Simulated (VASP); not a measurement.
SrO: relaxation of cell and atoms with r2SCAN

The system is SrO.

```xyz
4
Lattice="3.5889 0.0000 0.0000 -1.7944 3.1081 0.0000 0.0000 0.0000 6.3077" Properties=species:S:1:pos:R:3 pbc="T T T"
Sr    0.0000    0.0000    0.0000
Sr    0.0000    0.0000    3.1539
O     0.0000    2.0720    1.5769
O     1.7944    1.0360    4.7308
```

```json
{
 "Program": "VASP 6.6.1",
 "Task": "relaxation of cell and atoms",
 "Functional": "r2SCAN",
 "Potentials or basis": "VASP PAW PBE potentials, release 64 (Sr_sv, O)",
 "Cutoff": "600 eV",
 "k mesh": "12 × 12 × 4",
 "Occupations": "fermi-dirac, width 0.02 eV",
 "Spin": "no spin polarisation",
 "Dipole correction": "no",
 "Further INCAR settings": "ALGO = Normal; EDIFF = 1e-06; IBRION = 2; EDIFFG = -0.005; NSW = 80; ISIF = 3"
}
```

| Quantity | Value |
| --- | --- |
| Relaxed volume | 17.29 Å³/atom |
| Relaxed cell | a = 3.569 Å, b = 3.569 Å, c = 6.269 Å, α = 90.00°, β = 90.00°, γ = 120.00° |
| Space group after relaxing (to 0.1 Å) | P6_3/mmc (No. 194) |
| Energy gained by relaxing | 1.5 meV/atom |
| Ionic steps | 5 |
| Pressure after relaxing | 0.0 GPa |
| Band gap on the k mesh | 3.92 eV |

The path:
| step | energy change (eV) | largest force (eV/Å) | pressure (GPa) | volume (Å³) |
| --- | --- | --- | --- | --- |
| 1 | 0.0000 | 0.0000 | -1.53 | 70.36 |
| 2 | -0.0050 | 0.0000 | 0.63 | 68.67 |
| 3 | -0.0059 | 0.0000 | 0.00 | 69.14 |
| 4 | -0.0059 | 0.0000 | -0.03 | 69.17 |
| 5 | -0.0059 | 0.0000 | -0.03 | 69.16 |

Final structure:
```
CELL_PARAMETERS angstrom
3.56929 0.00000 0.00000
-1.78465 3.09110 0.00000
0.00000 0.00000 6.26859
ATOMIC_POSITIONS crystal
Sr 0.00000 0.00000 0.00000
Sr 0.00000 0.00000 0.50000
O 0.33333 0.66667 0.25000
O 0.66667 0.33333 0.75000
```

Levels at points of the mesh, in eV from the valence-band top:
| k point | band 13 | band 14 | band 15 | band 16 | band 17 | band 18 | band 19 | band 20 |
| --- | --- | --- | --- | --- | --- | --- | --- | --- |
| (0.00, 0.00, 0.00) | -0.97 | -0.15 | 0.00 | 0.00 | 3.92 | 4.99 | 7.11 | 7.11 |
| (0.50, 0.00, 0.00) | -1.10 | -0.57 | -0.28 | -0.10 | 4.15 | 6.25 | 7.43 | 8.02 |
| (0.00, 0.00, 0.50) | -0.52 | -0.52 | -0.52 | -0.52 | 5.87 | 5.87 | 7.11 | 7.11 |
| (0.50, 0.00, 0.50) | -0.84 | -0.84 | -0.61 | -0.61 | 5.33 | 5.33 | 8.78 | 8.78 |

It took 11 min on 1 thread of Intel(R) Xeon(R) 6975P-C (Granite Rapids), on a shared host, peak memory 0.28 GiB.

Caveat: the PAW data sets were made with another functional, which shifts forces and pressure a little. A k mesh can miss the band edges.
